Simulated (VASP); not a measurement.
The system is Ta2NbO3.

```
Ta Nb O
1.0
     2.40116    1.38631    3.98033
    -2.40116    1.38631    3.98033
     0.00000   -2.77262    3.98033
Ta Nb O
2 1 3
Direct
  0.87487 0.87487 0.87487
  0.12513 0.12513 0.12513
  0.50000 0.50000 0.50000
  0.00000 0.50000 0.50000
  0.50000 0.00000 0.50000
  0.50000 0.50000 0.00000
```

The cell was generated, and may not be a known phase.

```yaml
Program: VASP 6.6.1
Task: relaxation of cell and atoms
Functional: PBE
Potentials_or_basis: VASP PAW PBE potentials, release 64 (Ta_pv, Nb_sv, O)
Cutoff: 600 eV
k_mesh: 6 × 6 × 6
Occupations: gaussian, width 0.1 eV
Spin: no spin polarisation
```

At the start: pressure -14.0 GPa; volume 13.25 Å³/atom.

Q: Where does the relaxation end?

A: Over 34 steps the energy falls by 1153.0 meV/atom and the volume is 14.87 Å³/atom (+12.2 %); space group R-3m (No. 166, to 0.1 Å) before and after.

The path:
```csv
step,energy change (eV),largest force (eV/Å),pressure (GPa),volume (Å³)
1,0.0000,0.7055,-13.98,79.50
2,-2.5882,7.6296,28.24,65.27
3,-3.1940,5.1725,9.93,68.81
4,-4.8978,3.5890,15.43,68.98
5,-4.8915,3.0194,17.26,68.91
6,-5.3588,0.0318,-14.87,81.96
7,-5.6650,0.3244,-4.72,76.01
8,-5.9087,0.0349,1.61,73.14
9,-5.9377,0.0644,5.31,71.87
10,-5.9487,1.0709,-3.13,74.33
11,-5.9851,0.6157,0.44,73.19
12,-6.0151,0.4610,-0.71,74.03
13,-6.0383,0.2689,-2.00,75.38
14,-6.0661,0.2718,-2.83,78.10
15,-6.1945,0.0473,-0.93,83.73
16,-5.4538,4.1659,10.07,95.69
17,-6.2073,0.6388,1.98,85.34
18,-6.2051,0.9917,2.71,86.62
19,-6.2084,1.0130,2.71,86.74
20,-6.2172,1.0789,2.69,87.11
21,-6.2304,1.2260,2.72,87.84
22,-6.2363,1.5653,2.84,89.31
23,-6.2571,1.5164,2.58,89.39
24,-6.3170,1.3702,1.78,89.64
25,-6.4248,1.0797,0.24,90.12
26,-6.5953,0.5513,-2.68,91.07
27,-6.7576,0.6175,-7.72,92.89
28,-6.8443,0.4649,-5.49,91.68
29,-6.9141,0.2453,-1.47,89.71
30,-6.9167,0.1952,-0.42,89.24
31,-6.9166,0.2027,-0.57,89.31
32,-6.9177,0.1031,-0.23,89.24
33,-6.9178,0.0421,-0.02,89.19
34,-6.9179,0.0368,0.02,89.19
```

Final structure:
```cif
data_structure
_symmetry_space_group_name_H-M 'P 1'
_symmetry_Int_Tables_number 1
_cell_length_a 4.9250
_cell_length_b 4.9250
_cell_length_c 4.9250
_cell_angle_alpha 62.507
_cell_angle_beta 62.507
_cell_angle_gamma 62.507
_cell_volume 89.19
loop_
_atom_site_label
_atom_site_type_symbol
_atom_site_fract_x
_atom_site_fract_y
_atom_site_fract_z
_atom_site_occupancy
Ta1 Ta 0.77770 0.77770 0.77770 1
Ta2 Ta 0.22230 0.22230 0.22230 1
Nb1 Nb 0.50000 0.50000 0.50000 1
O1 O 0.00000 0.50000 0.50000 1
O2 O 0.50000 0.00000 0.50000 1
O3 O 0.50000 0.50000 0.00000 1
```

Caveat: an odd number of electrons without spin polarisation forces a metal; a magnetic or distorted state may lie lower.
